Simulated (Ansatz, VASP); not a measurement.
## Two plane-wave programs on Mo2C

```
Mo C
1.0
     3.01565    0.00000    0.00000
    -1.50782    2.61163    0.00000
     0.00000    0.00000    4.59649
Mo C
2 1
Cartesian
  0.0000 1.7411 1.1439
  1.5078 0.8705 3.4526
  0.0000 0.0000 2.2982
```

Alike in both runs: functional LDA; k mesh 18 × 18 × 10; occupations gaussian, width 0.1 eV; no spin polarisation.

Ansatz relaxed the structure, and its values are those at the end. VASP's run is a single point on that final structure, the one shown.

```csv
,VASP,Ansatz
version,VASP 6.6.1,Ansatz 0.2.0
potentials or method,"VASP PAW LDA potentials, release 64 (Mo_sv, C_h), cutoff 910 eV","scalar-relativistic, plane waves, PAW"
valence electrons in the cell,32,32
```

VASP gave:

```
gap on the k mesh at the Fermi level (eV) : none
rms of the force components (eV/Å)        : 0.028
```

Problem. Which values does Ansatz return?

Solution. gap on the k mesh at the Fermi level (eV): none; rms of the force components (eV/Å): 0.000.

LDA's correlation is that of Perdew and Zunger in VASP and of Perdew and Wang (1992) in Ansatz. A gap of «none» marks a metal or a gap that the smearing closes.

Noted on VASP's run: the cutoff is short for stress, so the pressure is rough.
